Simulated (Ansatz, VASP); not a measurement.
# Two plane-wave programs on ZnS

POSCAR

```
ZnS
1.0
    0.0000000000      2.7020000000      2.7020000000
    2.7020000000      0.0000000000      2.7020000000
    2.7020000000      2.7020000000      0.0000000000
Zn S
1 1
Direct
    0.7500000000      0.7500000000      0.7500000000
    0.0000000000      0.0000000000      0.0000000000
```

File INCAR.step1:

```
ALGO     = Normal         # electronic algorithm
EDIFF    = 1E-5           # SCF threshold, eV
ENCUT    = 520            # plane-wave cutoff, eV
GGA      = PE             # functional
ISIF     = 2              # what is computed and relaxed
ISMEAR   = -1             # smearing method
LASPH    = True           # aspherical terms in the spheres
LREAL    = False          # projectors in reciprocal space
LWAVE    = True           # write WAVECAR
NBANDS   = 16             # bands
NELM     = 60             # most SCF steps
PREC     = Accurate       # precision mode
SIGMA    = 0.05           # smearing width, eV
```

INCAR.step2

```
AEXX     = 0.25           # exact-exchange fraction
ALGO     = Normal         # electronic algorithm
EDIFF    = 1E-6           # SCF threshold, eV
ENCUT    = 520            # plane-wave cutoff, eV
GGA      = PE             # functional
ISIF     = 2              # what is computed and relaxed
ISMEAR   = -1             # smearing method
ISTART   = 1            
LASPH    = True           # aspherical terms in the spheres
LCHARG   = True           # write CHGCAR
LELF     = True           # ELF
LHFCALC  = True           # exact exchange
LREAL    = False          # projectors in reciprocal space
LVHAR    = True         
LWAVE    = False          # write WAVECAR
NBANDS   = 16             # bands
NELM     = 60             # most SCF steps
PREC     = Accurate       # precision mode
PRECFOCK = Normal       
SIGMA    = 0.05           # smearing width, eV
```

Contents of KPOINTS:

```
k-points
0
Gamma
  5 5 5
```

File input.yaml:

```yaml
crystal:
  lattice:
    - [0.0, 2.702, 2.702]
    - [2.702, 0.0, 2.702]
    - [2.702, 2.702, 0.0]
  atoms:
    - { symbol: Zn, position: [0.75, 0.75, 0.75] }
    - { symbol: S, position: [0.0, 0.0, 0.0] }
hamiltonian:
  xc: pbe0
  pseudopotentials: { kind: paw }
kpoints:
  mp_grid: { grid: [5, 5, 5] }
  band_path:
    path:
      - [[0.0, 0.0, 0.0], [0.5, 0.0, 0.5], [0.5, 0.25, 0.75], [0.375, 0.375, 0.75], [0.0, 0.0, 0.0], [0.5, 0.5, 0.5], [0.625, 0.25, 0.625], [0.5, 0.25, 0.75], [0.5, 0.5, 0.5], [0.375, 0.375, 0.75]]
      - [[0.625, 0.25, 0.625], [0.5, 0.0, 0.5]]
    npoints: 4
scf:
  occupations: { method: fermi_dirac, width: 0.05 }
  n_extra_bands: 6
output:
  forces: true
  stress: true
  eigenvalues: true
  fatbands: false
```

Alike in both runs: functional PBE0; k mesh 5 × 5 × 5; occupations fermi-dirac, width 0.05 eV; no spin polarisation.

```csv
,VASP,Ansatz
version,VASP 6.6.1,Ansatz 0.2.0
potentials or method,"VASP PAW PBE potentials, release 64 (Zn, S)",Ansatz PAW
plane-wave cutoff (eV),520,420
valence electrons in the cell,18,18
task,single point,band structure
```

Ansatz gave:

| Quantity | Value |
| --- | --- |
| gap on the k mesh at the Fermi level (eV) | 4.02 |
| least direct gap on the mesh (eV) | 4.02 |
| pressure (GPa) | 0.7 |

**Question.** Estimate VASP's values.

**Answer.** gap on the k mesh at the Fermi level (eV): 4.03; least direct gap on the mesh (eV): 4.03; pressure (GPa): 0.7.
